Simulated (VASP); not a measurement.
Wanted: the native input for a VASP 6.6.1 run.

```
Task                   : single point
Functional             : PBE
Potentials or basis    : VASP PAW PBE potentials, release 64 (Si, O)
Cutoff                 : 520 eV
k mesh                 : 10 × 10 × 10
Occupations            : gaussian, width 0.02 eV
Spin                   : no spin polarisation
Dipole correction      : no
Further INCAR settings : ALGO = Normal; EDIFF = 1e-06; NBANDS = 15
```

The structure of SiO2 lies in POSCAR:

```
SiO2
1.0
    0.0000000000      2.2901153207      2.2901153207
    2.2901153207      0.0000000000      2.2901153207
    2.2901153207      2.2901153207      0.0000000000
Si O
1 2
Direct
    0.0000000000      0.0000000000      0.0000000000
    0.2500000000      0.2500000000      0.2500000000
    0.7500000000      0.7500000000      0.7500000000
```

The input as run:

INCAR

```
PREC = Accurate ; ENCUT = 520
EDIFF = 1E-6 ; ISMEAR = 0
SIGMA = 0.02 ; LREAL = False
LASPH = True ; NELM = 100
ALGO = Normal ; ISIF = 2
LWAVE = False ; LCHARG = False
GGA = PE ; NBANDS = 15
```

KPOINTS

```
Automatic mesh
0
Gamma
  10 10 10
```

Potentials or basis: VASP PAW PBE potentials, release 64 (Si, O).

The run is started by

```sh
$ cat potpaw_PBE.64/Si/POTCAR potpaw_PBE.64/O/POTCAR > POTCAR
$ mpirun -np 1 vasp_std > vasp.out
```

Results of the run:

The pressure is 0.5 GPa and the band gap on the k mesh is 1.76 eV, indirect (least direct gap 2.01 eV).

Wall time 6.7 s on 1 thread of Intel(R) Xeon(R) Platinum 8559C (Emerald Rapids), with other jobs on the host, peak memory 0.13 GiB.
